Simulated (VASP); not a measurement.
# Mo (P6/mmm) in VASP: further runs

Runs on Mo. Level: r2SCAN. Tasks: single point.

Everything below comes from runs of VASP 6.6.1. Logs are shortened: lines on timing, memory, paths and dates and some standing lists are left out, and cuts for length are marked.

### Step 1. The cell of the first run

The structure is hexagonal, space group P6/mmm (No. 191). The conventional cell has a = 2.666 Å, b = 2.666 Å, c = 2.458 Å, α = 90.00°, β = 90.00°, γ = 120.00°. Within 3.2 Å of Mo (site symmetry 6/mmm) lie 8 Mo at 2.46 to 2.67 Å.

This isn't the form of Mo at room conditions, which is bcc.

### Step 2. Single point, r2SCAN (strain -0.030 along x and y, -0.030 along z)

The input, POSCAR:

```
Mo
1.0
    2.6663533954      0.0000000000      0.0000000000
   -1.3331766977      2.3091297759      0.0000000000
    0.0000000000      0.0000000000      2.4578835207
Mo
1
Direct
    0.0000000000      0.0000000000      0.5000000000
```

The input, INCAR.step1:

```
SYSTEM = Mo
PREC = Accurate
ENCUT = 520
ISMEAR = 0
SIGMA = 0.15
LREAL = .False.
LASPH = .True.
NELM = 60
NBANDS = 13
GGA = PE
ALGO = Normal
EDIFF = 1E-4
LWAVE = .True.
LCHARG = .False.
```

The input, INCAR.step2:

```
SYSTEM = Mo
PREC = Accurate
ENCUT = 520
EDIFF = 1E-6
ISMEAR = 0
SIGMA = 0.15
LREAL = .False.
LASPH = .True.
NELM = 60
ALGO = Normal
ISIF = 2
LWAVE = .False.
LCHARG = .False.
METAGGA = R2SCAN
LMIXTAU = .True.
NBANDS = 13
ISTART = 1
```

The input, KPOINTS:

```
Automatic mesh
0
Gamma
  24 24 24
  0 0 0
```

Potentials or basis: VASP PAW PBE potentials, release 64 (Mo_sv).

The run is started by

```console
$ cat potpaw_PBE.64/Mo_sv/POTCAR > POTCAR
$ cp INCAR.step1 INCAR
$ mpirun -np 1 vasp_std > vasp.out
$ cp INCAR.step2 INCAR
$ mpirun -np 1 vasp_std > vasp.out
```

OUTCAR:

```text
SYSTEM = Mo
   PREC = Accurate
   ENCUT = 520
   EDIFF = 1E-6
   ISMEAR = 0
   LREAL = .False.
   LASPH = .True.
   NELM = 60
   ISIF = 2
   METAGGA = R2SCAN
   ISTART = 1

 ion  position               nearest neighbor table
   1  0.000  0.000  0.500-

  LATTYP: Found a hexagonal cell.
 ALAT       =     2.6663533954
 C/A-ratio  =     0.9218146120

  Lattice vectors:

 A1 = (   2.6663533954,   0.0000000000,   0.0000000000)
 A2 = (  -1.3331766977,   2.3091297759,   0.0000000000)
 A3 = (   0.0000000000,   0.0000000000,   2.4578835207)

Analysis of symmetry for initial positions (statically):
=====================================================================
 Subroutine PRICEL returns:
 Original cell was already a primitive cell.

 Routine SETGRP: Setting up the symmetry group for a
 hexagonal supercell.

 Subroutine GETGRP returns: Found 24 space group operations
 (whereof 24 operations were pure point group operations)
 out of a pool of 24 trial point group operations.

The static configuration has the point symmetry D_6h.

Analysis of symmetry for dynamics (positions and initial velocities):
=====================================================================
 Subroutine PRICEL returns:
 Original cell was already a primitive cell.

 Routine SETGRP: Setting up the symmetry group for a
 hexagonal supercell.

 Subroutine GETGRP returns: Found 24 space group operations
 (whereof 24 operations were pure point group operations)
 out of a pool of 24 trial point group operations.

The dynamic configuration has the point symmetry D_6h.

 Subroutine INISYM returns: Found 24 space group operations
 (whereof 24 operations are pure point group operations),
 and found     1 'primitive' translations

----------------------------------------------------------------------------------------

                                     Primitive cell

  volume of cell :      15.1331

  direct lattice vectors                    reciprocal lattice vectors
     2.666353395  0.000000000  0.000000000     0.375044059  0.216531788  0.000000000
    -1.333176698  2.309129776  0.000000000     0.000000000  0.433063577  0.000000000
     0.000000000  0.000000000  2.457883521     0.000000000  0.000000000  0.406854105

  length of vectors
     2.666353395  2.666353395  2.457883521     0.433063577  0.433063577  0.406854105

  position of ions in fractional coordinates (direct lattice)
     0.000000000  0.000000000  0.500000000

  ion indices of the primitive-cell ions
   primitive index   ion index
                 1           1

----------------------------------------------------------------------------------------

 KPOINTS: Automatic mesh

Automatic generation of k-mesh.
 Grid dimensions read from file:
 generate k-points for:   24   24   24

 Generating k-lattice:

  Cartesian coordinates                     Fractional coordinates (reciprocal lattice)
     0.015626836  0.009022158  0.000000000     0.041666667  0.000000000  0.000000000
     0.000000000  0.018044316  0.000000000     0.000000000  0.041666667  0.000000000
     0.000000000  0.000000000  0.016952254     0.000000000  0.000000000  0.041666667

  Length of vectors
     0.018044316  0.018044316  0.016952254

  Shift w.r.t. Gamma in fractional coordinates (k-lattice)
     0.000000000  0.000000000  0.000000000

 Subroutine IBZKPT returns following result:
 ===========================================

 Found    793 irreducible k-points:

 Following reciprocal coordinates:
            Coordinates               Weight
  0.000000  0.000000  0.000000      1.000000
  0.041667  0.000000  0.000000      6.000000
  0.083333 -0.000000  0.000000      6.000000
  0.125000  0.000000  0.000000      6.000000
  0.166667 -0.000000  0.000000      6.000000
  0.208333 -0.000000  0.000000      6.000000
[... 16 lines left out ...]
  0.416667  0.041667  0.000000     12.000000
  0.458333  0.041667  0.000000     12.000000
 [... further k-points ...]
   k-points           NKPTS =    793   k-points in BZ     NKDIM =    793   number of bands    NBANDS=     13
   number of dos      NEDOS =    301   number of ions     NIONS =      1
   total plane-waves  NPLWV =   7200
   dimension x,y,z NGX =    20 NGY =   20 NGZ =   18
   dimension x,y,z NGXF=    40 NGYF=   40 NGZF=   36
   ions per type =               1
   NGX,Y,Z   is equivalent  to a cutoff of  12.47, 12.47, 12.17 a.u.
   NGXF,Y,Z  is equivalent  to a cutoff of  24.94, 24.94, 24.35 a.u.
 SYSTEM =  Mo
   PREC   = accura    normal or accurate (medium, high low for compatibility)
   ISTART =      1    job   : 0-new  1-cont  2-samecut
   ICHARG =      0    charge: 1-file 2-atom 10-const
   ISPIN  =      1    spin polarized calculation?
   LNONCOLLINEAR =      F non collinear calculations
   LSORBIT =      F    spin-orbit coupling
   LASPH  =      T    aspherical Exc in radial PAW
   ENCUT  =  520.0 eV  38.22 Ry    6.18 a.u.   4.96  4.96  4.57*2*pi/ulx,y,z
   NELM   =     60;   NELMIN=  2; NELMDL=  0     # of ELM steps
   EDIFF  = 0.1E-05   stopping-criterion for ELM
   LREAL  =      F    real-space projection
   EDIFFG = 0.1E-04   stopping-criterion for IOM
   NSW    =      0    number of steps for IOM
   IBRION =     -1    ionic relax: 0-MD 1-quasi-New 2-CG
   NFREE  =      0    steps in history (QN), initial steepest desc. (CG)
   ISIF   =      2    stress and relaxation
   ISYM   =      2    0-nonsym 1-usesym 2-fastsym
   POTIM  = 0.5000    time-step for ionic-motion
   TEBEG  =    0.0;   TEEND  =   0.0 temperature during run
   PSTRESS=    0.0 pullay stress
   NELECT =      14.0000    total number of electrons
   NUPDOWN=      -1.0000    fix difference up-down
   EMIN   =  10.00;   EMAX   =-10.00  energy-range for DOS
   EFERMI =   0.00;   METHOD = LEGACY
   ISMEAR =     0;   SIGMA  =   0.15  broadening in eV -4-tet -1-fermi 0-gaus
   EFERMI_NEDOS =   21; number of points for ismear=-14 and -15
   IALGO  =     38    algorithm
   IMIX   =      4    mixing-type and parameters
     AMIX     =   0.40;   BMIX     =  1.00
     AMIX_MAG =   1.60;   BMIX_MAG =  1.00
  volume/ion in A,a.u.               =      15.13       102.12
  Fermi-wavevector in a.u.,A,eV,Ry     =   1.595175  3.014444 34.621167  2.544584
  Thomas-Fermi vector in A             =   2.693135
   LORBIT       =      0    0 simple, 1 ext, 2 COOP (PROOUT), +10 PAW based schemes
   METAGGA = R2SCAN    functional components
   LHFCALC =     F    Hartree Fock is set to
   AEXX    =    0.0000 exact exchange contribution
   IVDW    =     0    specifies the selected vdW correction
   LEPSILON=     F    determine dielectric tensor
   LRPA    =     F    only Hartree local field effects (RPA)
 non-spin polarized calculation
 Gauss-broadening in eV      SIGMA  =   0.15
  energy-cutoff  :      520.00
  volume of cell :       15.13
 maximum number of plane-waves:       423
 NGX is ok and might be reduce to    20
   NGX =  9   NGY =  9   NGZ =  9

 number of electron      13.9999994 magnetization

 Free energy of the ion-electron system (eV)
  ---------------------------------------------------
  ext. energy  EPLUGINS =         0.00000000
  ---------------------------------------------------
  free energy    TOTEN  =       -25.04010511 eV

  energy without entropy =      -25.03151131  energy(sigma->0) =      -25.03580821

 E-fermi :  12.9830     XC(G=0): -14.7079

 val. band max:       12.9828077039   @ k =   0.1667   0.0833   0.5000
 cond. band min:      12.9841490760   @ k =   0.2083   0.1250   0.3750
 fundamental gap:      0.0013413722
 Fermi energy:        12.9829715430

 k-point     1 :       0.0000    0.0000    0.0000
  band No.  band energies     occupation
      1     -50.0895      2.00000
      2     -22.3664      2.00000
      3     -22.3664      2.00000
      4     -22.1722      2.00000
      5       5.5336      2.00000
      6       7.7414      2.00000
      7      11.8360      2.00000
      8      11.8360      2.00000
      9      17.9631      0.00000
     10      17.9631      0.00000
     11      26.4305      0.00000
     12      30.9254      0.00000
     13      35.6925      0.00000

 k-point     2 :       0.0417    0.0000    0.0000
  band No.  band energies     occupation
      1     -50.0839      2.00000
      2     -22.4011      2.00000
      3     -22.3740      2.00000
      4     -22.1687      2.00000
      5       5.6140      2.00000
      6       7.7746      2.00000
      7      11.7505      2.00000
      8      11.9088      2.00000
      9      17.8761      0.00000
     10      17.9492      0.00000
     11      26.6209      0.00000
     12      31.0821      0.00000
     13      35.2189      0.00000

 k-point     3 :       0.0833   -0.0000    0.0000
  band No.  band energies     occupation
      1     -50.0676      2.00000
      2     -22.5020      2.00000
      3     -22.3961      2.00000
      4     -22.1585      2.00000
      5       5.8469      2.00000
      6       7.8733      2.00000
      7      11.5170      2.00000
      8      12.1255      2.00000
      9      17.6304      0.00000
     10      17.9084      0.00000
     11      27.1634      0.00000
     12      31.5339      0.00000
     13      34.1611      0.00000

 k-point     4 :       0.1250    0.0000    0.0000
  band No.  band energies     occupation
      1     -50.0416      2.00000
      2     -22.6605      2.00000
      3     -22.4311      2.00000
      4     -22.1423      2.00000
      5       6.2059      2.00000
      6       8.0330      2.00000
      7      11.1978      2.00000
      8      12.4810      2.00000
      9      17.2645      0.00000
     10      17.8443      0.00000
     11      27.9714      0.00000
     12      32.2318      0.00000
     13      32.9453      0.00000

 k-point     5 :       0.1667   -0.0000    0.0000
  band No.  band energies     occupation
      1     -50.0075      2.00000
      2     -22.8637      2.00000
      3     -22.4764      2.00000
      4     -22.1210      2.00000
      5       6.6438      2.00000
      6       8.2362      2.00000
      7      10.8889      2.00000
      8      12.9668      1.12113
      9      16.8257      0.00000
     10      17.7618      0.00000
     11      28.8492      0.00000
     12      31.8444      0.00000
     13      33.1076      0.00000
[... 257 lines left out ...]
 k-point    22 :       0.3750    0.0417    0.0000
  band No.  band energies     occupation
      1     -49.7878      2.00000
      2     -24.0509      2.00000
      3     -22.7724      2.00000
      4     -21.9856      2.00000
      5       7.4971      2.00000
      6       9.0064      2.00000
      7      13.0716      0.40324
      8      14.6839      0.00000
      9      17.1633      0.00000
     10      17.2288      0.00000
     11      25.4595      0.00000
     12      28.6894      0.00000
     13      32.1028      0.00000

 k-point    23 :       0.4167    0.0417    0.0000
  band No.  band energies     occupation
      1     -49.7654      2.00000
      2     -24.1632      2.00000
      3     -22.8005      2.00000
      4     -21.9720      2.00000
      5       7.3639      2.00000
      6       9.1618      2.00000
      7      13.6608      0.00000
      8      14.5063      0.00000
      9      17.1795      0.00000
     10      17.7751      0.00000
     11      24.9564      0.00000
     12      28.0513      0.00000
     13      31.5445      0.00000

 k-point    24 :       0.4583    0.0417    0.0000
  band No.  band energies     occupation
      1     -49.7538      2.00000
      2     -24.2210      2.00000
      3     -22.8150      2.00000
      4     -21.9650      2.00000
      5       7.2919      2.00000
      6       9.2458      2.00000
      7      13.9930      0.00000
      8      14.4162      0.00000
      9      17.1542      0.00000
     10      18.1239      0.00000
     11      24.6911      0.00000
     12      27.6853      0.00000
     13      31.2185      0.00000

 [... further k-points ...]

------------------------ aborting loop because EDIFF is reached ----------------------------------------

  FORCE on cell =-STRESS in cart. coord.  units (eV):
  Direction    XX          YY          ZZ          XY          YZ          ZX
  --------------------------------------------------------------------------------------
  -------------------------------------------------------------------------------------
  Total        2.5050364      2.5050364      2.1110519      0.0000000     -0.0000000      0.0000000
  in kB      265.2145034    265.2145034    223.5023705      0.0000000     -0.0000000      0.0000000
  external PRESSURE =     251.3104591 kB  Pullay stress =       0.0000000 kB

 VOLUME and BASIS-vectors are now :
 -----------------------------------------------------------------------------
  energy-cutoff  :      520.00
  volume of cell :       15.13
      direct lattice vectors                 reciprocal lattice vectors
     2.666353395  0.000000000  0.000000000     0.375044059  0.216531788  0.000000000
    -1.333176698  2.309129776  0.000000000     0.000000000  0.433063577  0.000000000
     0.000000000  0.000000000  2.457883521     0.000000000  0.000000000  0.406854105

 POSITION                                       TOTAL-FORCE (eV/Angst)
 -----------------------------------------------------------------------------------
      0.00000      0.00000      1.22894        -0.000000      0.000000      0.000000
 -----------------------------------------------------------------------------------
    total drift:                                0.000000      0.000000      0.000000

  FREE ENERGIE OF THE ION-ELECTRON SYSTEM (eV)
  ---------------------------------------------------
  free  energy   TOTEN  =       -25.0401051102 eV

  energy  without entropy=      -25.0315113111  energy(sigma->0) =      -25.03580821
```

Run time: 12 min. Hardware: 1 thread of Intel Xeon 8259CL, shared host; peak memory 0.25 GiB.

Results:

- Free energy: -25.0401 eV
- Pressure: 25.1 GPa
- Band gap on the k mesh: zero (bands 7 and 8 overlap by 2.34 eV)

Stress tensor (GPa, compression positive):
```
26.52  0.00  0.00
 0.00 26.52  0.00
 0.00  0.00 22.35
```

Caveat: the cell differs from its parent crystal (strain -0.030 along x and y, -0.030 along z); the cell stands under pressure; the PAW data sets were made with another functional, which shifts forces and pressure a little.

(Part 1 of 2 ends here.)
